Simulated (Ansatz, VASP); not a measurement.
# Ni in VASP and in Ansatz

The input INCAR:

```
  ALGO = Normal
  DIPOL = 0.5 0.5 0.500
  EDIFF = 1E-6
  ENCUT = 520
  GGA = PE
  IDIPOL = 3
  ISIF = 2
  ISMEAR = -1
  ISPIN = 2
  LASPH = T
  LCHARG = F
  LDIPOL = T
  LMAXMIX = 4
  LORBIT = 11
  LREAL = F
  LWAVE = F
  MAGMOM = 1 1 1 1 1
  NBANDS = 37
  NELM = 150
  PREC = Accurate
  SIGMA = 0.05
```

The input KPOINTS:

```
k-points
0
Gamma
  19 19 1
```

File POSCAR:

```
Ni
1.0
    2.4880369585      0.0000000000      0.0000000000
   -1.2440184792      2.1547032116      0.0000000000
    0.0000000000      0.0000000000     24.1259000000
Ni
5
Direct
    0.8333333333      0.1666666667      0.3327548855
    0.1666666667      0.8333333333      0.4158399345
    0.5000000000      0.5000000000      0.5000001329
    0.8333333333      0.1666666667      0.5841601053
    0.1666666667      0.8333333333      0.6672449418
```

Input for Ansatz:

```yaml
crystal:
  lattice:
    - [2.4880369585, 0.0, 0.0]
    - [-1.2440184792, 2.1547032116, 0.0]
    - [0.0, 0.0, 24.1259]
  atoms:
    - { symbol: Ni, position: [0.8333333333, 0.1666666667, 0.3327548855], spin: 1.0 }
    - { symbol: Ni, position: [0.1666666667, 0.8333333333, 0.4158399345], spin: 1.0 }
    - { symbol: Ni, position: [0.5, 0.5, 0.5000001329], spin: 1.0 }
    - { symbol: Ni, position: [0.8333333333, 0.1666666667, 0.5841601053], spin: 1.0 }
    - { symbol: Ni, position: [0.1666666667, 0.8333333333, 0.6672449418], spin: 1.0 }
  periodic: [true, true, false]
magnetization:
  spin_polarized: true
kpoints:
  mp_grid: { grid: [19, 19, 1] }
scf:
  occupations: { method: fermi_dirac, width: 0.05 }
hamiltonian:
  xc: pbe
  pseudopotentials: { kind: paw }
output:
  forces: true
  stress: true
  eigenvalues: true
  write_density: true
  write_potential: true
  elf: true
  volumetric_format: npy
```

Alike in both runs: task single point; functional PBE; k mesh 19 × 19 × 1; occupations fermi-dirac, width 0.05 eV; collinear spin.

|  | VASP | Ansatz |
| --- | --- | --- |
| version | VASP 6.6.1 | Ansatz 0.2.0 |
| potentials or method | VASP PAW PBE potentials, release 64 (Ni) | PAW with Ansatz's default frozen-core files, scalar-relativistic |
| plane-wave cutoff (eV) | 520 | 420 |
| valence electrons in the cell | 50 | 90 |

```csv
,VASP,Ansatz,Ansatz less VASP
net moment per atom (μB),0.66,0.68,+0.025
size of the moment on the site where the two differ most (μB),0.68,0.73,+0.054
```

Site moments also hang on the region over which each program counts them. VASP's potentials hold 50 valence electrons a cell and Ansatz's 90, so a difference there can come from the potentials and not from the codes. Ansatz's warnings: slab cell height set, structure snapped to symmetry, xc potential rough in thin density.
